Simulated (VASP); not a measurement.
# K (Im-3m) in VASP: relaxation of cell and atoms with PBEsol

Aim: the relaxation of cell and atoms of K with PBEsol.

Everything below comes from runs of VASP 6.6.1. Logs are shortened: lines on timing, memory, paths and dates and some standing lists are left out, and cuts for length are marked.

## Step 1: The cell of the first run

The structure is cubic, space group Im-3m (No. 229). Conventional cell: a = 5.225 Å, b = 5.225 Å, c = 5.225 Å, α = 90.00°, β = 90.00°, γ = 90.00°.

## Step 2: Relaxation of cell and atoms, PBEsol

File INCAR:

```
ALGO = Normal ; EDIFF = 1E-6
EDIFFG = -0.01 ; ENCUT = 600
GGA = PS ; IBRION = 2
ISIF = 3 ; ISMEAR = -1
LASPH = T ; LCHARG = F
LREAL = F ; LWAVE = F
NELM = 100 ; NSW = 80
PREC = Accurate ; SIGMA = 0.05
```

File KPOINTS:

```
k-points
0
Gamma
  12 12 12
```

File POSCAR:

```
K
1.0
   -2.6125000000      2.6125000000      2.6125000000
    2.6125000000     -2.6125000000      2.6125000000
    2.6125000000      2.6125000000     -2.6125000000
K
1
Direct
    0.0000000000      0.0000000000      0.0000000000
```

Potentials or basis: VASP PAW PBE potentials, release 64 (K_sv).

On the command line:

```bash
$ cat potpaw_PBE.64/K_sv/POTCAR > POTCAR
$ mpirun -np 1 vasp_std > vasp.out
```

OUTCAR:

```text
EDIFF = 1E-6
   EDIFFG = -0.01
   ENCUT = 600
   GGA = PS
   IBRION = 2
   ISIF = 3
   ISMEAR = -1
   LASPH = T
   LREAL = F
   NELM = 100
   NSW = 80
   PREC = Accurate

 ion  position               nearest neighbor table
   1  0.000  0.000  0.000-

  LATTYP: Found a body centered cubic cell.
 ALAT       =     5.2250000000

  Lattice vectors:

 A1 = (  -2.6125000000,   2.6125000000,   2.6125000000)
 A2 = (   2.6125000000,  -2.6125000000,   2.6125000000)
 A3 = (   2.6125000000,   2.6125000000,  -2.6125000000)

Analysis of symmetry for initial positions (statically):
=====================================================================
 Subroutine PRICEL returns:
 Original cell was already a primitive cell.

 Routine SETGRP: Setting up the symmetry group for a
 body centered cubic supercell.

 Subroutine GETGRP returns: Found 48 space group operations
 (whereof 48 operations were pure point group operations)
 out of a pool of 48 trial point group operations.

The static configuration has the point symmetry O_h .

Analysis of symmetry for dynamics (positions and initial velocities):
=====================================================================
 Subroutine PRICEL returns:
 Original cell was already a primitive cell.

 Routine SETGRP: Setting up the symmetry group for a
 body centered cubic supercell.

 Subroutine GETGRP returns: Found 48 space group operations
 (whereof 48 operations were pure point group operations)
 out of a pool of 48 trial point group operations.

The dynamic configuration has the point symmetry O_h .

 Subroutine INISYM returns: Found 48 space group operations
 (whereof 48 operations are pure point group operations),
 and found     1 'primitive' translations

----------------------------------------------------------------------------------------

                                     Primitive cell

  volume of cell :      71.3229

  direct lattice vectors                    reciprocal lattice vectors
    -2.612500000  2.612500000  2.612500000     0.000000000  0.191387560  0.191387560
     2.612500000 -2.612500000  2.612500000     0.191387560  0.000000000  0.191387560
     2.612500000  2.612500000 -2.612500000     0.191387560  0.191387560  0.000000000

  length of vectors
     4.524982735  4.524982735  4.524982735     0.270662883  0.270662883  0.270662883
[... 74 lines left out ...]
   LNONCOLLINEAR =      F non collinear calculations
   LSORBIT =      F    spin-orbit coupling
   LASPH  =      T    aspherical Exc in radial PAW
   ENCUT  =  600.0 eV  44.10 Ry    6.64 a.u.   9.04  9.04  9.04*2*pi/ulx,y,z
   NELM   =    100;   NELMIN=  2; NELMDL= -5     # of ELM steps
   EDIFF  = 0.1E-05   stopping-criterion for ELM
   LREAL  =      F    real-space projection
   EDIFFG = -.1E-01   stopping-criterion for IOM
   NSW    =     80    number of steps for IOM
   IBRION =      2    ionic relax: 0-MD 1-quasi-New 2-CG
   NFREE  =      1    steps in history (QN), initial steepest desc. (CG)
   ISIF   =      3    stress and relaxation
   ISYM   =      2    0-nonsym 1-usesym 2-fastsym
   POTIM  = 0.5000    time-step for ionic-motion
   TEBEG  =    0.0;   TEEND  =   0.0 temperature during run
   PSTRESS=    0.0 pullay stress
   NELECT =       9.0000    total number of electrons
   NUPDOWN=      -1.0000    fix difference up-down
   EMIN   =  10.00;   EMAX   =-10.00  energy-range for DOS
   EFERMI =   0.00;   METHOD = LEGACY
   ISMEAR =    -1;   SIGMA  =   0.05  broadening in eV -4-tet -1-fermi 0-gaus
   EFERMI_NEDOS =   21; number of points for ismear=-14 and -15
   IALGO  =     38    algorithm
   IMIX   =      4    mixing-type and parameters
     AMIX     =   0.40;   BMIX     =  1.00
     AMIX_MAG =   1.60;   BMIX_MAG =  1.00
  volume/ion in A,a.u.               =      71.32       481.31
  Fermi-wavevector in a.u.,A,eV,Ry     =   0.821131  1.551714  9.173822  0.674257
  Thomas-Fermi vector in A             =   1.932236
   LORBIT       =      0    0 simple, 1 ext, 2 COOP (PROOUT), +10 PAW based schemes
   GGA     = PS    functional components
   LHFCALC =     F    Hartree Fock is set to
   AEXX    =    0.0000 exact exchange contribution
   IVDW    =     0    specifies the selected vdW correction
   LEPSILON=     F    determine dielectric tensor
   LRPA    =     F    only Hartree local field effects (RPA)
 conjugate gradient relaxation of ions
 non-spin polarized calculation
  energy-cutoff  :      600.00
  volume of cell :       71.32
 maximum number of plane-waves:      2412
   NGX = 19   NGY = 19   NGZ = 19

 number of electron       9.0000000 magnetization

 Free energy of the ion-electron system (eV)
  ---------------------------------------------------
  ext. energy  EPLUGINS =         0.00000000
  ---------------------------------------------------
  free energy    TOTEN  =        -1.13579613 eV

  energy without entropy =       -1.12851726  energy(sigma->0) =       -1.13215669

 E-fermi :  -0.1125     XC(G=0):  -5.7736

 val. band max:       -0.1356082144   @ k =   0.2500   0.2500   0.0000
 cond. band min:      -0.0692671076   @ k =   0.3333   0.1667   0.0000
 fundamental gap:      0.0663411068
 Fermi energy:        -0.1124955611

 k-point     1 :       0.0000    0.0000    0.0000
  band No.  band energies     occupation
      1     -32.0745      2.00000
      2     -15.5824      2.00000
      3     -15.5824      2.00000
      4     -15.5824      2.00000
      5      -2.3033      2.00000
      6       4.2248      0.00000
      7       4.2248      0.00000
      8       4.2248      0.00000
[... 243 lines left out ...]
 k-point    24 :       0.4167    0.0833    0.0833
  band No.  band energies     occupation
      1     -32.0696      2.00000
      2     -15.6536      2.00000
      3     -15.6110      2.00000
      4     -15.5872      2.00000
      5       0.5204      0.00001
      6       0.6848      0.00000
      7       2.6832      0.00000
      8       4.5959      0.00000

 [... further k-points ...]
[... 5 lines left out ...]
  --------------------------------------------------------------------------------------
  -------------------------------------------------------------------------------------
  Total       -0.0073632     -0.0073632     -0.0073632      0.0000000      0.0000000     -0.0000000
  in kB       -0.1654052     -0.1654052     -0.1654052      0.0000000      0.0000000     -0.0000000
  external PRESSURE =      -0.1654052 kB  Pullay stress =       0.0000000 kB

 VOLUME and BASIS-vectors are now :
 -----------------------------------------------------------------------------
  energy-cutoff  :      600.00
  volume of cell :       71.32
      direct lattice vectors                 reciprocal lattice vectors
    -2.612500000  2.612500000  2.612500000     0.000000000  0.191387560  0.191387560
     2.612500000 -2.612500000  2.612500000     0.191387560  0.000000000  0.191387560
     2.612500000  2.612500000 -2.612500000     0.191387560  0.191387560  0.000000000

 POSITION                                       TOTAL-FORCE (eV/Angst)
 -----------------------------------------------------------------------------------
      0.00000      0.00000      0.00000         0.000000      0.000000      0.000000
 -----------------------------------------------------------------------------------
    total drift:                               -0.000000     -0.000000      0.000000

  FREE ENERGIE OF THE ION-ELECTRON SYSTEM (eV)
  ---------------------------------------------------
  free  energy   TOTEN  =        -1.1357961251 eV

  energy  without entropy=       -1.1285172646  energy(sigma->0) =       -1.13215669

 reached required accuracy - stopping structural energy minimisation
```

CONTCAR:

```text
K
   1.00000000000000
    -2.6124999999999998    2.6124999999999998    2.6124999999999998
     2.6124999999999998   -2.6124999999999998    2.6124999999999998
     2.6124999999999998    2.6124999999999998   -2.6124999999999998
  K
     1
Direct
     0.0000000000000000    0.0000000000000000    0.0000000000000000

  0.00000000E+00  0.00000000E+00  0.00000000E+00
```

It took 32 s on 1 thread of Oxide Virtual Turin-like, shared host; peak memory 0.19 GiB.

Results:

```yaml
Free_energy: -1.1358 eV
Pressure_after_relaxing: 0.0 GPa
Band_gap_on_the_k_mesh: zero (an odd number of electrons rules out a gap without spin polarisation)
```

Final structure:
```
K
1.0
    -2.61250    2.61250    2.61250
     2.61250   -2.61250    2.61250
     2.61250    2.61250   -2.61250
K
1
Direct
  0.00000 0.00000 0.00000
```

Caveat: the PAW data sets were made with another functional, which shifts forces and pressure a little.

The gap in the log of VASP goes by the Fermi energy; the results here count the filled bands.